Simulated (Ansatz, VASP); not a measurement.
**One calculation of CO2, two programs**

INCAR

```
SYSTEM = CO2
PREC = Accurate
ENCUT = 520
EDIFF = 1E-6
ISMEAR = 0
SIGMA = 0.05
LREAL = .FALSE.
LASPH = .TRUE.
NELM = 80
ALGO = Normal
ISIF = 2
LWAVE = .FALSE.
LCHARG = .TRUE.
GGA = PE
LELF = .TRUE.
LVHAR = .TRUE.
NBANDS = 44
```

Contents of KPOINTS:

```
Automatic mesh
0
G
  4 4 4
  0 0 0
```

Contents of POSCAR:

```
CO2
1.0
    6.0577362522      0.0000000000     -0.4543302189
    0.0000000000      6.0577362522      0.0000000000
   -0.4543302189      0.0000000000      5.9971588897
C O
4 8
Direct
    0.0000000000      0.0000000000      0.0000000000
    0.5000000000      0.0000000000      0.5000000000
    0.5000000000      0.5000000000      0.0000000000
    0.0000000000      0.5000000000      0.5000000000
    0.1114834447      0.1114834447      0.1114834447
    0.3885165553      0.8885165553      0.6114834447
    0.6114834447      0.3885165553      0.8885165553
    0.8885165553      0.6114834447      0.3885165553
    0.8885165553      0.8885165553      0.8885165553
    0.6114834447      0.1114834447      0.3885165553
    0.3885165553      0.6114834447      0.1114834447
    0.1114834447      0.3885165553      0.6114834447
```

Input for Ansatz:

```yaml
crystal:
  lattice:
    - [6.0577362522, 0.0, -0.4543302189]
    - [0.0, 6.0577362522, 0.0]
    - [-0.4543302189, 0.0, 5.9971588897]
  atoms:
    - { symbol: C, position: [0.0, 0.0, 0.0] }
    - { symbol: C, position: [0.5, 0.0, 0.5] }
    - { symbol: C, position: [0.5, 0.5, 0.0] }
    - { symbol: C, position: [0.0, 0.5, 0.5] }
    - { symbol: O, position: [0.1114834447, 0.1114834447, 0.1114834447] }
    - { symbol: O, position: [0.3885165553, 0.8885165553, 0.6114834447] }
    - { symbol: O, position: [0.6114834447, 0.3885165553, 0.8885165553] }
    - { symbol: O, position: [0.8885165553, 0.6114834447, 0.3885165553] }
    - { symbol: O, position: [0.8885165553, 0.8885165553, 0.8885165553] }
    - { symbol: O, position: [0.6114834447, 0.1114834447, 0.3885165553] }
    - { symbol: O, position: [0.3885165553, 0.6114834447, 0.1114834447] }
    - { symbol: O, position: [0.1114834447, 0.3885165553, 0.6114834447] }
basis:
  ecutwfc: 520.0
kpoints:
  mp_grid: { grid: [4, 4, 4] }
hamiltonian:
  xc: pbe
scf:
  occupations: { method: gaussian, width: 0.05 }
output:
  forces: true
  stress: true
  eigenvalues: true
```

Change from the starting cell: engineering shear strain xz -0.1500, normal strain along z -0.0100.

Alike in both runs: task single point; functional PBE; k mesh 4 × 4 × 4; occupations gaussian, width 0.05 eV; no spin polarisation.

```csv
,VASP,Ansatz
version,VASP 6.6.1,Ansatz 0.2.0
potentials or method,"VASP PAW PBE potentials, release 64 (C, O), cutoff 520 eV","scalar-relativistic, plane waves, PAW"
valence electrons in the cell,64,64
```

|  | VASP | Ansatz | Ansatz less VASP |
| --- | --- | --- | --- |
| gap on the k mesh at the Fermi level (eV) | 6.51 | 6.53 | +0.020 |
| least direct gap on the mesh (eV) | 6.51 | 6.53 | +0.020 |
| pressure (GPa) | 4.3 | 2.9 | -1.37 |
| traceless stress, the component that is largest in VASP (GPa) | 14.56 | 14.09 | -0.469 |
| rms of the force components (eV/Å) | 3.246 | 3.021 | -0.2254 |

Atom by atom the forces differ by 0.365 eV/Å (rms over components).

Noted on VASP's run: the standard files for N, O and F lose accuracy on very short bonds.
